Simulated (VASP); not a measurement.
Crystal: Ge.

```
Ge
1.0
     0.00000    2.98354    2.98354
     2.98354    0.00000    2.98354
     2.98354    2.98354    0.00000
Ge
2
Direct
  0.00000 0.00000 0.00000
  0.25000 0.25000 0.25000
```

This cell differs from its parent crystal: strain +5.2%.

Base run:

```yaml
Program: VASP 6.6.1
Functional: r2SCAN
Potentials_or_basis: VASP PAW PBE potentials, release 64 (Ge_d)
Cutoff: 520 eV
k_mesh: 8 × 8 × 8
Occupations: fermi-dirac, width 0.02 eV
Spin: no spin polarisation
```

Its results: band gap on the k mesh zero (bands 14 and 15 overlap by 0.04 eV); pressure -7.4 GPa.

The run is repeated on the same cell with these changes: functional from r2SCAN to PBE; further incar settings from ALGO = Normal; EDIFF = 1e-07; NBANDS = 21 to ALGO = Normal; EDIFF = 1e-06; NBANDS = 21. What comes out?

Band gap on the k mesh zero (bands 14 and 15 overlap by 0.25 eV); pressure -4.8 GPa.

Caveats: the cell stands under tension; semilocal functionals underestimate gaps, so a narrow gap can read as zero; the PAW data sets were made with another functional, which shifts forces and pressure a little (at least some runs).
